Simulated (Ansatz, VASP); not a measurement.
Two plane-wave programs on Mo

```xyz
31
Lattice="0.0000 6.3226 6.3226 6.3226 0.0000 6.3226 6.3226 6.3226 0.0000" Properties=species:S:1:pos:R:3 pbc="T T T"
Mo    0.0002    0.0019   -0.0009
Mo    1.5696    1.5727    1.5683
Mo    3.1619    3.1634    3.1603
Mo    4.7627    4.7658    4.7614
Mo    3.1617    3.1643   -0.0009
Mo    4.7536    4.7555    1.5686
Mo    6.3233    6.3257    3.1737
Mo    7.8832    7.8855    4.7615
Mo    3.1619    0.0023    3.1591
Mo    4.7540    1.5728    4.7512
Mo    6.3232    3.1773    6.3206
Mo    7.8837    4.7659    7.8811
Mo    6.3234    3.1640    3.1593
Mo    7.8823    4.7656    4.7608
Mo    9.4705    6.3258    6.3204
Mo   11.0753    7.8952    7.8904
Mo    0.0004    3.1642    3.1590
Mo    1.5697    4.7554    4.7509
Mo    3.1751    6.3255    6.3203
Mo    4.7621    7.8850    7.8804
Mo    3.1619    6.3244    3.1594
Mo    4.7634    7.8860    4.7608
Mo    6.3230    9.4725    6.3203
Mo    7.8935   11.0781    7.8908
Mo    3.1621    3.1641    6.3210
Mo    4.7636    4.7652    7.8813
Mo    6.3233    6.3254    9.4691
Mo    7.8931    7.8951   11.0745
Mo    7.8822    7.8857    7.8812
Mo    9.4844    9.4860    9.4829
Mo   11.0752   11.0785   11.0739
```

Alike in both runs: functional PBE; k mesh 1 × 1 × 1; occupations methfessel-paxton of order 1, width 0.1 eV; no spin polarisation.

Ansatz relaxed the structure, and its values are those at the end. VASP's run is a single point on that final structure, the one shown.

|  | VASP | Ansatz |
| --- | --- | --- |
| version | VASP 6.6.1 | Ansatz 0.2.0 |
| potentials or method | VASP PAW PBE potentials, release 64 (Mo_sv), cutoff 400 eV | plane-wave PAW DFT |
| valence electrons in the cell | 434 | 434 |

|  | VASP | Ansatz | Ansatz less VASP |
| --- | --- | --- | --- |
| rms of the force components (eV/Å) | 0.008 | 0.006 | -0.0023 |

The functional is the same, so the differences come from potentials, cutoffs and numerics.
